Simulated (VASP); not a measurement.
A run of VASP 6.6.1:

INCAR

```
AGGAC = 1.0
AGGAX = 1.0
ALDAC = 0.0
ALDAX = 1.0
ALGO = Normal
EDIFF = 1E-6
ENCUT = 520
GGA = B5
ISIF = 2
ISMEAR = -1
LASPH = T
LCHARG = F
LREAL = F
LWAVE = F
NBANDS = 16
NELM = 80
PREC = Accurate
SIGMA = 0.05
```

KPOINTS

```
k-points
0
Gamma
  7 7 5
```

File POSCAR:

```
Te
1.0
    5.4502481214      0.0000000000      0.0000000000
   -2.7251240607      4.7200533300      0.0000000000
    0.0000000000      0.0000000000      6.0572536374
Te
3
Direct
    0.2204697237      0.0000000000      0.3333333333
    1.0000000000      0.2204697237      0.6666666667
    0.7795302763      0.7795302763      0.0000000000
```

Potentials or basis: VASP PAW PBE potentials, release 64 (Te).

Run with:

```console
$ cat potpaw_PBE.64/Te/POTCAR > POTCAR
$ mpirun -np 1 vasp_std > vasp.out
```

Hardware: 1 thread of Intel(R) Xeon(R) 6975P-C (Granite Rapids), with other jobs on the host.

Question: Estimate the wall time of this run.

Answer: It took 61 s on 1 thread of Intel(R) Xeon(R) 6975P-C (Granite Rapids), with other jobs on the host, peak memory 0.29 GiB. Counts: scf iterations 12, k points 32.
